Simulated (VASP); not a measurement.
# TePb (zincblende type) (F-43m) in VASP: further runs

TePb (zincblende type) is run at these levels: PBE; tasks: single point.

Everything below comes from runs of VASP 6.6.1. Logs are shortened: lines on timing, memory, paths and dates and some standing lists are left out, and cuts for length are marked.

## (1) The cell of the first run

It takes space group F-43m (No. 216, cubic). Conventional cell: a = 7.336 Å, b = 7.336 Å, c = 7.336 Å, α = 90.00°, β = 90.00°, γ = 90.00°. Within 4.2 Å of Pb (site symmetry -43m) lie 4 Te at 3.18 Å. Te (site symmetry -43m) has 4 Pb at 3.18 Å within 4.2 Å.

## (2) Single point, PBE

The input, INCAR:

```
SYSTEM = TePb
  PREC = Accurate
  ENCUT = 520
  EDIFF = 1E-6
  ISMEAR = -1
  SIGMA = 0.05
  LREAL = .False.
  LASPH = .True.
  NELM = 80
  ALGO = Normal
  ISIF = 2
  LWAVE = .False.
  LCHARG = .False.
  GGA = PE
  NBANDS = 17
```

The input, KPOINTS:

```
regular mesh
0
Gamma
  12 12 12
  0 0 0
```

The input, POSCAR:

```
TePb
1.0
    0.0000000000      3.6679212010      3.6679212010
    3.6679212010      0.0000000000      3.6679212010
    3.6679212010      3.6679212010      0.0000000000
Pb Te
1 1
Direct
    0.0000000000      0.0000000000      0.0000000000
    0.2500000000      0.2500000000      0.2500000000
```

Potentials or basis: VASP PAW PBE potentials, release 64 (Pb_d, Te).

On the command line:

```bash
$ cat potpaw_PBE.64/Pb_d/POTCAR potpaw_PBE.64/Te/POTCAR > POTCAR
$ mpirun -np 1 vasp_std > vasp.out
```

OUTCAR:

```text
SYSTEM = TePb
   PREC = Accurate
   ENCUT = 520
   EDIFF = 1E-6
   ISMEAR = -1
   LREAL = .False.
   LASPH = .True.
   NELM = 80
   ISIF = 2
   GGA = PE

 ion  position               nearest neighbor table
   1  0.000  0.000  0.000-   2 3.18   2 3.18   2 3.18   2 3.18
   2  0.250  0.250  0.250-   1 3.18   1 3.18   1 3.18   1 3.18

  LATTYP: Found a face centered cubic cell.
 ALAT       =     7.3358424020

  Lattice vectors:

 A1 = (   0.0000000000,   3.6679212010,   3.6679212010)
 A2 = (   3.6679212010,   0.0000000000,   3.6679212010)
 A3 = (   3.6679212010,   3.6679212010,   0.0000000000)

Analysis of symmetry for initial positions (statically):
=====================================================================
 Subroutine PRICEL returns:
 Original cell was already a primitive cell.

 Routine SETGRP: Setting up the symmetry group for a
 face centered cubic supercell.

 Subroutine GETGRP returns: Found 24 space group operations
 (whereof 24 operations were pure point group operations)
 out of a pool of 48 trial point group operations.

The static configuration has the point symmetry T_d .

Analysis of symmetry for dynamics (positions and initial velocities):
=====================================================================
 Subroutine PRICEL returns:
 Original cell was already a primitive cell.

 Routine SETGRP: Setting up the symmetry group for a
 face centered cubic supercell.

 Subroutine GETGRP returns: Found 24 space group operations
 (whereof 24 operations were pure point group operations)
 out of a pool of 48 trial point group operations.

The dynamic configuration has the point symmetry T_d .

 Subroutine INISYM returns: Found 24 space group operations
 (whereof 24 operations are pure point group operations),
 and found     1 'primitive' translations

----------------------------------------------------------------------------------------

                                     Primitive cell

  volume of cell :      98.6938

  direct lattice vectors                    reciprocal lattice vectors
     0.000000000  3.667921201  3.667921201    -0.136316996  0.136316996  0.136316996
     3.667921201  0.000000000  3.667921201     0.136316996 -0.136316996  0.136316996
     3.667921201  3.667921201  0.000000000     0.136316996  0.136316996 -0.136316996

  length of vectors
     5.187223908  5.187223908  5.187223908     0.236107963  0.236107963  0.236107963

  position of ions in fractional coordinates (direct lattice)
     0.000000000  0.000000000  0.000000000
     0.250000000  0.250000000  0.250000000

  ion indices of the primitive-cell ions
   primitive index   ion index
                 1           1
                 2           2

----------------------------------------------------------------------------------------

 KPOINTS: regular mesh

Automatic generation of k-mesh.
 Grid dimensions read from file:
 generate k-points for:   12   12   12

 Generating k-lattice:

  Cartesian coordinates                     Fractional coordinates (reciprocal lattice)
    -0.011359750  0.011359750  0.011359750     0.083333333  0.000000000  0.000000000
     0.011359750 -0.011359750  0.011359750     0.000000000  0.083333333  0.000000000
     0.011359750  0.011359750 -0.011359750     0.000000000  0.000000000  0.083333333

  Length of vectors
     0.019675664  0.019675664  0.019675664

  Shift w.r.t. Gamma in fractional coordinates (k-lattice)
     0.000000000  0.000000000  0.000000000

 Subroutine IBZKPT returns following result:
 ===========================================

 Found     72 irreducible k-points:

 Following reciprocal coordinates:
            Coordinates               Weight
  0.000000  0.000000  0.000000      1.000000
  0.083333  0.000000  0.000000      8.000000
  0.166667  0.000000  0.000000      8.000000
  0.250000  0.000000  0.000000      8.000000
  0.333333  0.000000  0.000000      8.000000
  0.416667  0.000000  0.000000      8.000000
[... 16 lines left out ...]
  0.500000  0.166667  0.000000     24.000000
 -0.416667  0.166667  0.000000     24.000000
 [... further k-points ...]
   k-points           NKPTS =     72   k-points in BZ     NKDIM =     72   number of bands    NBANDS=     17
   number of dos      NEDOS =    301   number of ions     NIONS =      2
   total plane-waves  NPLWV =  64000
   dimension x,y,z NGX =    40 NGY =   40 NGZ =   40
   dimension x,y,z NGXF=    80 NGYF=   80 NGZF=   80
   ions per type =               1   1
   NGX,Y,Z   is equivalent  to a cutoff of  12.82, 12.82, 12.82 a.u.
   NGXF,Y,Z  is equivalent  to a cutoff of  25.64, 25.64, 25.64 a.u.
 SYSTEM =  TePb
   PREC   = accura    normal or accurate (medium, high low for compatibility)
   ISTART =      0    job   : 0-new  1-cont  2-samecut
   ICHARG =      2    charge: 1-file 2-atom 10-const
   ISPIN  =      1    spin polarized calculation?
   LNONCOLLINEAR =      F non collinear calculations
   LSORBIT =      F    spin-orbit coupling
   LASPH  =      T    aspherical Exc in radial PAW
   ENCUT  =  520.0 eV  38.22 Ry    6.18 a.u.   9.64  9.64  9.64*2*pi/ulx,y,z
   NELM   =     80;   NELMIN=  2; NELMDL= -5     # of ELM steps
   EDIFF  = 0.1E-05   stopping-criterion for ELM
   LREAL  =      F    real-space projection
   EDIFFG = 0.1E-04   stopping-criterion for IOM
   NSW    =      0    number of steps for IOM
   IBRION =     -1    ionic relax: 0-MD 1-quasi-New 2-CG
   NFREE  =      0    steps in history (QN), initial steepest desc. (CG)
   ISIF   =      2    stress and relaxation
   ISYM   =      2    0-nonsym 1-usesym 2-fastsym
   POTIM  = 0.5000    time-step for ionic-motion
   TEBEG  =    0.0;   TEEND  =   0.0 temperature during run
   PSTRESS=    0.0 pullay stress
   NELECT =      20.0000    total number of electrons
   NUPDOWN=      -1.0000    fix difference up-down
   EMIN   =  10.00;   EMAX   =-10.00  energy-range for DOS
   EFERMI =   0.00;   METHOD = LEGACY
   ISMEAR =    -1;   SIGMA  =   0.05  broadening in eV -4-tet -1-fermi 0-gaus
   EFERMI_NEDOS =   21; number of points for ismear=-14 and -15
   IALGO  =     38    algorithm
   IMIX   =      4    mixing-type and parameters
     AMIX     =   0.40;   BMIX     =  1.00
     AMIX_MAG =   1.60;   BMIX_MAG =  1.00
  volume/ion in A,a.u.               =      49.35       333.01
  Fermi-wavevector in a.u.,A,eV,Ry     =   0.961586  1.817134 12.580597  0.924648
  Thomas-Fermi vector in A             =   2.090971
   LORBIT       =      0    0 simple, 1 ext, 2 COOP (PROOUT), +10 PAW based schemes
   GGA     = PE    functional components
   LHFCALC =     F    Hartree Fock is set to
   AEXX    =    0.0000 exact exchange contribution
   IVDW    =     0    specifies the selected vdW correction
   LEPSILON=     F    determine dielectric tensor
   LRPA    =     F    only Hartree local field effects (RPA)
 non-spin polarized calculation
  energy-cutoff  :      520.00
  volume of cell :       98.69
 maximum number of plane-waves:      2701
   NGX = 19   NGY = 19   NGZ = 19

 number of electron      19.9999997 magnetization

 Free energy of the ion-electron system (eV)
  ---------------------------------------------------
  ext. energy  EPLUGINS =         0.00000000
  ---------------------------------------------------
  free energy    TOTEN  =        -7.14657699 eV

  energy without entropy =       -7.14655526  energy(sigma->0) =       -7.14656612

 E-fermi :   2.9245     XC(G=0):  -7.3596

 val. band max:        2.6038360601   @ k =  -0.2500   0.5000   0.2500
 cond. band min:       3.2369898071   @ k =   0.5000   0.5000   0.0000
 fundamental gap:      0.6331537470
 Fermi energy:         2.9244927744

 k-point     1 :       0.0000    0.0000    0.0000
  band No.  band energies     occupation
      1     -14.3274      2.00000
      2     -14.3274      2.00000
      3     -14.3274      2.00000
      4     -14.3067      2.00000
      5     -14.3067      2.00000
      6      -8.6550      2.00000
[... 9 lines left out ...]
     16       9.6615      0.00000
     17      10.5655      0.00000

 k-point     2 :       0.0833    0.0000    0.0000
  band No.  band energies     occupation
      1     -14.3279      2.00000
      2     -14.3271      2.00000
      3     -14.3271      2.00000
      4     -14.3067      2.00000
      5     -14.3067      2.00000
      6      -8.6202      2.00000
[... 9 lines left out ...]
     16       9.4058      0.00000
     17      10.3648      0.00000

 k-point     3 :       0.1667    0.0000    0.0000
  band No.  band energies     occupation
      1     -14.3294      2.00000
      2     -14.3263      2.00000
      3     -14.3263      2.00000
      4     -14.3067      2.00000
      5     -14.3067      2.00000
      6      -8.5195      2.00000
[... 9 lines left out ...]
     16       9.1125      0.00000
     17      10.0735      0.00000

 k-point     4 :       0.2500    0.0000    0.0000
  band No.  band energies     occupation
      1     -14.3314      2.00000
      2     -14.3252      2.00000
      3     -14.3252      2.00000
      4     -14.3065      2.00000
      5     -14.3065      2.00000
      6      -8.3665      2.00000
[... 9 lines left out ...]
     16       9.0306      0.00000
     17      10.0827      0.00000
[... 343 lines left out ...]
      1     -14.3363      2.00000
      2     -14.3229      2.00000
      3     -14.3223      2.00000
      4     -14.3073      2.00000
      5     -14.3055      2.00000
      6      -8.0266      2.00000
[... 9 lines left out ...]
     16      10.1439      0.00000
     17      10.4734      0.00000

 k-point    23 :       0.5000    0.1667    0.0000
  band No.  band energies     occupation
      1     -14.3369      2.00000
      2     -14.3226      2.00000
      3     -14.3221      2.00000
      4     -14.3069      2.00000
      5     -14.3057      2.00000
      6      -7.9041      2.00000
[... 9 lines left out ...]
     16      10.0425      0.00000
     17      10.1764      0.00000

 k-point    24 :      -0.4167    0.1667    0.0000
  band No.  band energies     occupation
      1     -14.3367      2.00000
      2     -14.3226      2.00000
      3     -14.3223      2.00000
      4     -14.3065      2.00000
      5     -14.3060      2.00000
      6      -7.8867      2.00000
[... 9 lines left out ...]
     16       9.4494      0.00000
     17      10.4296      0.00000

 [... further k-points ...]

------------------------ aborting loop because EDIFF is reached ----------------------------------------

  FORCE on cell =-STRESS in cart. coord.  units (eV):
  Direction    XX          YY          ZZ          XY          YZ          ZX
  --------------------------------------------------------------------------------------
  -------------------------------------------------------------------------------------
  Total       -0.0213440     -0.0213440     -0.0213440      0.0000000      0.0000000      0.0000000
  in kB       -0.3464946     -0.3464946     -0.3464946      0.0000000      0.0000000      0.0000000
  external PRESSURE =      -0.3464946 kB  Pullay stress =       0.0000000 kB

 VOLUME and BASIS-vectors are now :
 -----------------------------------------------------------------------------
  energy-cutoff  :      520.00
  volume of cell :       98.69
      direct lattice vectors                 reciprocal lattice vectors
     0.000000000  3.667921201  3.667921201    -0.136316996  0.136316996  0.136316996
     3.667921201  0.000000000  3.667921201     0.136316996 -0.136316996  0.136316996
     3.667921201  3.667921201  0.000000000     0.136316996  0.136316996 -0.136316996

 POSITION                                       TOTAL-FORCE (eV/Angst)
 -----------------------------------------------------------------------------------
      0.00000      0.00000      0.00000        -0.000000     -0.000000     -0.000000
      1.83396      1.83396      1.83396         0.000000      0.000000      0.000000
 -----------------------------------------------------------------------------------
    total drift:                                0.000000      0.000000      0.000000

  FREE ENERGIE OF THE ION-ELECTRON SYSTEM (eV)
  ---------------------------------------------------
  free  energy   TOTEN  =        -7.1465769851 eV

  energy  without entropy=       -7.1465552637  energy(sigma->0) =       -7.14656612
```

It took 2.1 min on 1 thread of Intel Xeon 8259CL, shared host; peak memory 0.32 GiB.

What came out:

| Property | Result |
| --- | --- |
| Free energy | -7.1466 eV |
| Pressure | 0.0 GPa |
| Band gap on the k mesh | 0.63 eV (least direct gap 1.20 eV) |

Levels at points of the mesh, in eV from the valence-band top:
| k point | band 8 | band 9 | band 10 | band 11 | band 12 | band 13 |
| --- | --- | --- | --- | --- | --- | --- |
| (0.00, 0.00, 0.00) | -1.40 | -1.40 | -1.40 | 1.55 | 1.55 | 1.55 |
| (0.50, 0.00, 0.00) | -1.93 | -1.93 | -1.88 | 2.34 | 2.34 | 3.65 |
| (0.50, 0.50, 0.00) | -2.59 | -2.59 | -0.57 | 0.63 | 4.32 | 4.32 |

Caveat: spin-orbit coupling is left out, which moves the levels of the heavy elements. A k mesh can miss the band edges.

## (3) Single point, PBE (21.22 Å³/atom)

This run uses another cell than the first one, of 21.22 Å³/atom.

The input, INCAR:

```
PREC     = Accurate       # precision mode
ENCUT    = 520            # plane-wave cutoff, eV
EDIFF    = 1E-7           # SCF threshold, eV
ISMEAR   = -1             # smearing method
SIGMA    = 0.05           # smearing width, eV
LREAL    = F              # projectors in reciprocal space
LASPH    = T              # aspherical terms in the spheres
NELM     = 80             # most SCF steps
ALGO     = Normal         # electronic algorithm
ISIF     = 2              # what is computed and relaxed
LWAVE    = F              # write WAVECAR
LCHARG   = F              # write CHGCAR
GGA      = PE             # functional
NBANDS   = 17             # bands
```

The input, KPOINTS:

```
regular mesh
0
Gamma
  12 12 12
```

The input, POSCAR:

```
TePb
1.0
    0.0000000000      2.7684890847      2.7684890847
    2.7684890847      0.0000000000      2.7684890847
    2.7684890847      2.7684890847      0.0000000000
Pb Te
1 1
Direct
    0.0000000000      0.0000000000      0.0000000000
    0.2500000000      0.2500000000      0.2500000000
```

Potentials or basis: VASP PAW PBE potentials, release 64 (Pb_d, Te).

On the command line:

```bash
$ cat potpaw_PBE.64/Pb_d/POTCAR potpaw_PBE.64/Te/POTCAR > POTCAR
$ mpirun -np 1 vasp_std > vasp.out
```

It took 91 s on 1 thread of Intel Xeon 8259CL, shared host; peak memory 0.21 GiB.

The run converged. Its results:

```yaml
Free_energy: 2.5827 eV
Pressure: 116.3 GPa
Band_gap_on_the_k_mesh: zero (bands 10 and 11 overlap by 3.01 eV)
```

Levels at points of the mesh, in eV from the Fermi level:
```csv
k point,band 8,band 9,band 10,band 11,band 12,band 13
"(0.00, 0.00, 0.00)",-2.88,-2.88,-2.40,0.20,0.20,0.20
"(0.50, 0.00, 0.00)",-4.92,-4.92,-2.36,1.62,1.62,3.36
"(0.50, 0.50, 0.00)",-7.17,-7.17,-1.97,-1.70,8.16,8.16
```

Caveat: the cell stands under pressure; spin-orbit coupling is left out, which moves the levels of the heavy elements.
